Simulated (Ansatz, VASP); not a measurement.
## N in VASP and in Ansatz

```
CELL_PARAMETERS angstrom
9.60000 0.00000 0.00000
0.00000 9.80000 0.00000
0.00000 0.00000 10.00000
ATOMIC_POSITIONS crystal
N 0.53314 0.53247 0.53182
N 0.46686 0.46753 0.46818
```

Alike in both runs: functional PBE; dispersion D3(BJ); k mesh 1 × 1 × 1; occupations gaussian, width 0.01 eV; no spin polarisation.

Ansatz relaxed the structure, and its values are those at the end. VASP's run is a single point on that final structure, the one shown.

|  | VASP | Ansatz |
| --- | --- | --- |
| version | VASP 6.6.1 | Ansatz 0.2.0 |
| potentials or method | VASP PAW PBE potentials, release 64 (N), cutoff 520 eV | scalar-relativistic, plane waves, PAW |
| valence electrons in the cell | 10 | 10 |

```tsv
	VASP	Ansatz	Ansatz less VASP
gap on the k mesh at the Fermi level (eV)	8.20	8.24	+0.042
rms of the force components (eV/Å)	0.998	0.004	-0.9939
```

One of these differences is far larger than is usual between the two programs; its cause wasn't traced.

Noted on VASP's run: the standard files for N, O and F lose accuracy on very short bonds.
